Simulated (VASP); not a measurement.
# Al2Ru (I4/mmm) in VASP: a series of runs, part 2 of 2

VASP 6.6.1. The steps go on from the part before.

## Step 5: Single point, PBEsol (15.38 Å³/atom)

This run uses another cell than the first one, of 15.38 Å³/atom.

INCAR reads:

```
SYSTEM = Al2Ru
  ALGO = Fast
  EDIFF = 1E-6
  ENCUT = 520
  GGA = PS
  ISIF = 2
  ISMEAR = 0
  LASPH = .TRUE.
  LCHARG = .FALSE.
  LREAL = .FALSE.
  LWAVE = .FALSE.
  NBANDS = 17
  NELM = 60
  PREC = Accurate
  SIGMA = 0.15
```

KPOINTS reads:

```
k-points
0
G
  20 20 20
  0 0 0
```

POSCAR reads:

```
Al2Ru
1.0
   -1.6231441793      1.6231441793      4.3797020503
    1.6231441793     -1.6231441793      4.3797020503
    1.6231441793      1.6231441793     -4.3797020503
Al Ru
2 1
Direct
    0.6590805104      0.6590805104      0.0000000000
    0.3409194896      0.3409194896      0.0000000000
    0.0000000000      0.0000000000      0.0000000000
```

Potentials or basis: VASP PAW PBE potentials, release 64 (Al, Ru_pv).

Command:

```bash
$ cat potpaw_PBE.64/Al/POTCAR potpaw_PBE.64/Ru_pv/POTCAR > POTCAR
$ mpirun -np 1 vasp_std > vasp.out
```

OUTCAR:

```text
SYSTEM = Al2Ru
   EDIFF = 1E-6
   ENCUT = 520
   GGA = PS
   ISIF = 2
   ISMEAR = 0
   LASPH = .TRUE.
   LREAL = .FALSE.
   NELM = 60
   PREC = Accurate

 ion  position               nearest neighbor table
   1  0.659  0.659  0.000-   3 2.69   3 2.69   3 2.69   3 2.69   2 2.79   2 2.79   2 2.79   2 2.79
                             2 2.79   3 2.99
   2  0.341  0.341  0.000-   3 2.69   3 2.69   3 2.69   3 2.69   1 2.79   1 2.79   1 2.79   1 2.79
                             1 2.79   3 2.99
   3  0.000  0.000  0.000-   1 2.69   1 2.69   1 2.69   2 2.69   1 2.69   2 2.69   2 2.69   2 2.69
                             1 2.99   2 2.99
[... 674 lines left out ...]
     17      18.2968      0.00000

 [... further k-points ...]
[... 5 lines left out ...]
  --------------------------------------------------------------------------------------
  -------------------------------------------------------------------------------------
  Total       -4.6957168     -4.6957168     -4.9528514      0.0000000     -0.0000000      0.0000000
  in kB     -163.0022976   -163.0022976   -171.9282029      0.0000000     -0.0000000      0.0000000
  external PRESSURE =    -165.9775994 kB  Pullay stress =       0.0000000 kB

 VOLUME and BASIS-vectors are now :
 -----------------------------------------------------------------------------
  energy-cutoff  :      520.00
  volume of cell :       46.15
      direct lattice vectors                 reciprocal lattice vectors
    -1.623144179  1.623144179  4.379702050     0.000000000  0.308044107  0.114163017
     1.623144179 -1.623144179  4.379702050     0.308044107  0.000000000  0.114163017
     1.623144179  1.623144179 -4.379702050     0.308044107  0.308044107  0.000000000

 POSITION                                       TOTAL-FORCE (eV/Angst)
 -----------------------------------------------------------------------------------
      0.00000      0.00000      5.77315         0.000000      0.000000     -0.330677
      0.00000      0.00000      2.98625        -0.000000     -0.000000      0.330677
      0.00000      0.00000      0.00000        -0.000000     -0.000000     -0.000000
 -----------------------------------------------------------------------------------
    total drift:                               -0.000000      0.000000     -0.000000

  FREE ENERGIE OF THE ION-ELECTRON SYSTEM (eV)
  ---------------------------------------------------
  free  energy   TOTEN  =       -20.0377171397 eV

  energy  without entropy=      -20.0333081769  energy(sigma->0) =      -20.03551266
```

OSZICAR:

```text
N       E                     dE             d eps       ncg     rms          rms(c)
DAV:   1     0.107017343150E+03    0.10702E+03   -0.10579E+04 23290   0.107E+03
DAV:   2    -0.187254981768E+02   -0.12574E+03   -0.12189E+03 25517   0.269E+02
DAV:   3    -0.209570967909E+02   -0.22316E+01   -0.22180E+01 26853   0.362E+01
DAV:   4    -0.209770673977E+02   -0.19971E-01   -0.19963E-01 26238   0.351E+00
DAV:   5    -0.209775435006E+02   -0.47610E-03   -0.47608E-03 28126   0.492E-01    0.110E+01
RMM:   6    -0.205537416065E+02    0.42380E+00   -0.44709E+00 21915   0.152E+01    0.431E+00
RMM:   7    -0.201035074043E+02    0.45023E+00   -0.73993E-01 21967   0.637E+00    0.238E+00
RMM:   8    -0.200429529581E+02    0.60554E-01   -0.89505E-02 23323   0.235E+00    0.619E-01
RMM:   9    -0.200379111250E+02    0.50418E-02   -0.93397E-03 24151   0.621E-01    0.214E-01
RMM:  10    -0.200377091888E+02    0.20194E-03   -0.11913E-03 26544   0.289E-01    0.602E-02
RMM:  11    -0.200377118212E+02   -0.26324E-05   -0.34924E-04 26794   0.129E-01    0.510E-02
RMM:  12    -0.200377179550E+02   -0.61338E-05   -0.93007E-05 28805   0.729E-02    0.231E-02
RMM:  13    -0.200377168260E+02    0.11290E-05   -0.23219E-05 28966   0.344E-02    0.490E-03
RMM:  14    -0.200377171397E+02   -0.31369E-06   -0.64903E-06 26381   0.157E-02
   1 F= -.20037717E+02 E0= -.20035513E+02  d E =-.440896E-02
```

stdout:

```text
POSCAR found type information on POSCAR AlRu
 POSCAR found :  2 types and       3 ions
 scaLAPACK will be used
 -----------------------------------------------------------------------------
|                                                                             |
|                                                                             |
|     You enforced a specific xc type in the INCAR file but a different       |
|     I HOPE YOU KNOW WHAT YOU ARE DOING!                                     |
|                                                                             |
 -----------------------------------------------------------------------------

 LDA part: xc-table for (Slater+PW92), standard interpolation
 POSCAR, INCAR and KPOINTS ok, starting setup
 FFT: planning ... GRIDC
 FFT: planning ... GRID_SOFT
 FFT: planning ... GRID
 WAVECAR not read
 entering main loop
```

It took 27 min on 1 thread of Intel Xeon 8259CL, shared host; peak memory 0.63 GiB.

What came out:

- Free energy: -20.0377 eV
- Pressure: -16.6 GPa
- Largest force: 0.331 eV/Å
- Band gap on the k mesh: zero (bands 10 and 11 overlap by 0.16 eV)

Forces in eV/Å, atoms in the order of the input:
```
Al   0.000  0.000 -0.331
Al   0.000  0.000  0.331
Ru   0.000  0.000  0.000
```

Stress tensor (GPa, compression positive):
```
-16.30   0.00   0.00
  0.00 -16.30   0.00
  0.00   0.00 -17.19
```

Caveat: the cell stands under tension; the PAW data sets were made with another functional, which shifts forces and pressure a little.

## Step 6: Single point, PBEsol, collinear spin, ferromagnetic start (12.54 Å³/atom)

This run uses another cell than the first one, of 12.54 Å³/atom.

INCAR reads:

```
SYSTEM = Al2Ru
PREC     = Accurate       ! precision mode
ENCUT    = 520            ! plane-wave cutoff, eV
EDIFF    = 1E-7           ! SCF threshold, eV
ISMEAR   = 0              ! smearing method
SIGMA    = 0.15           ! smearing width, eV
LREAL    = .FALSE.        ! projectors in reciprocal space
LASPH    = .TRUE.         ! aspherical terms in the spheres
NELM     = 150            ! most SCF steps
ALGO     = Fast           ! electronic algorithm
ISIF     = 2              ! what is computed and relaxed
LWAVE    = .FALSE.        ! write WAVECAR
LCHARG   = .FALSE.        ! write CHGCAR
ISPIN    = 2              ! spin polarisation
MAGMOM   = 0 0 0.188      ! initial moments
LORBIT   = 11             ! projections on sites
NUPDOWN  = 0.1875         ! fixed moment
LMAXMIX  = 4              ! l up to which the mixer works
GGA      = PS             ! functional
NBANDS   = 21             ! bands
KPAR     = 4
```

KPOINTS reads:

```
regular mesh
0
G
  20 20 20
  0 0 0
```

POSCAR reads:

```
Al2Ru
1.0
   -1.5160409298      1.5160409298      4.0907071886
    1.5160409298     -1.5160409298      4.0907071886
    1.5160409298      1.5160409298     -4.0907071886
Al Ru
2 1
Direct
    0.6590805105      0.6590805105      0.0000000000
    0.3409194895      0.3409194895      0.0000000000
    0.0000000000      0.0000000000      0.0000000000
```

Potentials or basis: VASP PAW PBE potentials, release 64 (Al, Ru_pv).

Command:

```bash
$ cat potpaw_PBE.64/Al/POTCAR potpaw_PBE.64/Ru_pv/POTCAR > POTCAR
$ mpirun -np 4 vasp_std > vasp.out
```

Wall time 7.7 min (4 MPI ranks of Intel Xeon Platinum 8259CL at 2.50GHz (Skylake/Cascade Lake), shared host); peak memory 0.81 GiB.

The run converged. Its results:

* Free energy: -20.0901 eV
* Pressure: 19.6 GPa
* Largest force: 0.246 eV/Å
* Net moment: 0.19 μB per cell
* Site moments: Al +0.01; Ru +0.09 μB
* Valence electrons inside the program's atomic spheres: Al 0.87; Ru 12.97

Forces on the atoms (eV/Å):
```
Al   0.000  0.000  0.246
Al   0.000  0.000 -0.246
Ru   0.000  0.000  0.000
```

Stress tensor (GPa, compression positive):
```
19.72  0.00  0.00
 0.00 19.72  0.00
 0.00  0.00 19.26
```

Caveat: the cell stands under pressure; the PAW data sets were made with another functional, which shifts forces and pressure a little; the total moment is fixed, so each spin has its own Fermi level and the state may be an excited one.

## Step 7: The runs side by side

```tsv
spin	fixed moment (μB)	cell	further INCAR settings	gap on the mesh (eV)	pressure (GPa)	largest force (eV/Å)
off	-	a = 4.320 Å, angles 141.7, 141.7, 55.3°, 3 atoms	ALGO = Fast; EDIFF = 1e-06; NBANDS = 17	none	97.9	1.43
off	-	a = 4.547 Å, angles 141.7, 141.7, 55.3°, 3 atoms	ALGO = Fast; EDIFF = 1e-06; NBANDS = 17	none	32.8	0.54
off	-	a = 4.754 Å, angles 141.7, 141.7, 55.3°, 3 atoms	ALGO = Fast; EDIFF = 1e-07; NBANDS = 17	none	0.1	-
off	-	a = 4.945 Å, angles 141.7, 141.7, 55.3°, 3 atoms	ALGO = Fast; EDIFF = 1e-06; NBANDS = 17	none	-16.6	0.33
collinear, ferromagnetic start	0.1875	a = 4.619 Å, angles 141.7, 141.7, 55.3°, 3 atoms	ALGO = Fast; EDIFF = 1e-07; NBANDS = 21	-	19.6	0.25
```

Alike in all rows: task single point; level PBEsol; potentials or basis VASP PAW PBE potentials, release 64 (Al, Ru_pv); k mesh 20 × 20 × 20; cutoff (eV) 520; smearing gaussian 0.15 eV.

Caveats: the PAW data sets were made with another functional, which shifts forces and pressure a little; the cell stands under pressure (at least some runs); the cell stands under tension (at least some runs); the total moment is fixed, so each spin has its own Fermi level and the state may be an excited one (at least some runs).

Absolute energies hang on the potentials; compare differences alone.
